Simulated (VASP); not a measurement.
A run of VASP 6.6.1:

INCAR

```
PREC     = Accurate       # precision mode
ENCUT    = 520            # plane-wave cutoff, eV
EDIFF    = 1E-7           # SCF threshold, eV
ISMEAR   = 0              # smearing method
SIGMA    = 0.02           # smearing width, eV
LREAL    = F              # projectors in reciprocal space
LASPH    = T              # aspherical terms in the spheres
NELM     = 60             # most SCF steps
ALGO     = Normal         # electronic algorithm
ISIF     = 2              # what is computed and relaxed
LWAVE    = F              # write WAVECAR
LCHARG   = F              # write CHGCAR
GGA      = PE             # functional
NBANDS   = 26             # bands
```

File KPOINTS:

```
regular mesh
0
Gamma
  8 8 6
```

The input POSCAR:

```
InP
1.0
    2.9202961325      2.9202961325      0.0000000000
   -2.9202961325      2.9202961325      0.0000000000
    0.0000000000      0.0000000000      6.0313054818
In P
2 2
Direct
    0.0000000000      0.0000000000      0.0000000000
    0.5000000000      0.5000000000      0.5000000000
    0.5000000000      0.0000000000      0.7500000000
    0.0000000000      0.5000000000      0.2500000000
```

Potentials or basis: VASP PAW PBE potentials, release 64 (In_d, P).

Command:

```console
$ cat potpaw_PBE.64/In_d/POTCAR potpaw_PBE.64/P/POTCAR > POTCAR
$ mpirun -np 1 vasp_std > vasp.out
```

Hardware: 1 thread of AMD EPYC 9R45 96-Core Processor (Zen 5), with other jobs on the host.

Question: Estimate the wall time of this run.

Answer: It took 89 s on 1 thread of AMD EPYC 9R45 96-Core Processor (Zen 5), with other jobs on the host, peak memory 0.25 GiB. Counts: scf iterations 16, k points 60.
